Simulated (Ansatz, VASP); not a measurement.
# Two plane-wave programs on CsBr

The input INCAR:

```
PREC = Accurate
ENCUT = 500
EDIFF = 1E-6
ISMEAR = 0
SIGMA = 0.01
LREAL = False
LASPH = True
NELM = 120
ALGO = Normal
ISIF = 2
LWAVE = False
LCHARG = False
GGA = RE
NBANDS = 15
GGA_COMPAT = False
```

File KPOINTS:

```
regular mesh
0
Gamma
  4 4 4
```

The input POSCAR:

```
CsBr
1.0
    4.2860000000      0.0000000000      0.0000000000
    0.0000000000      4.2860000000      0.0000000000
    0.0000000000      0.0000000000      4.2860000000
Cs Br
1 1
Direct
    0.0000000000      0.0000000000      0.0000000000
    0.5000000000      0.5000000000      0.5000000000
```

Input for Ansatz:

```yaml
crystal:
  lattice:
    - [4.286, 0.0, 0.0]
    - [0.0, 4.286, 0.0]
    - [0.0, 0.0, 4.286]
  atoms:
    - { symbol: Cs, position: [0.0, 0.0, 0.0] }
    - { symbol: Br, position: [0.5, 0.5, 0.5] }
basis:
  ecutwfc: 420.0
kpoints:
  mp_grid:
    grid: [4, 4, 4]
hamiltonian:
  xc: revpbe
scf:
  occupations:
    method: fixed
output:
  stress: true
  eigenvalues: true
```

Alike in both runs: task single point; functional revPBE; k mesh 4 × 4 × 4; no spin polarisation.

|  | VASP | Ansatz |
| --- | --- | --- |
| version | VASP 6.6.1 | Ansatz 0.2.0 |
| potentials or method | VASP PAW PBE potentials, release 64 (Cs_sv, Br), cutoff 500 eV | plane waves, PAW |
| occupations | gaussian, width 0.01 eV | fixed |
| valence electrons in the cell | 16 | 16 |

VASP gave:

| Quantity | Value |
| --- | --- |
| gap on the k mesh at the Fermi level (eV) | 4.75 |
| pressure (GPa) | 2.3 |

Question: What did Ansatz give for the same quantities?

Answer: gap on the k mesh at the Fermi level (eV): 4.76; pressure (GPa): 2.3.

VASP's potentials were made for PBE, not for revPBE.

Neither program's run includes spin-orbit coupling.
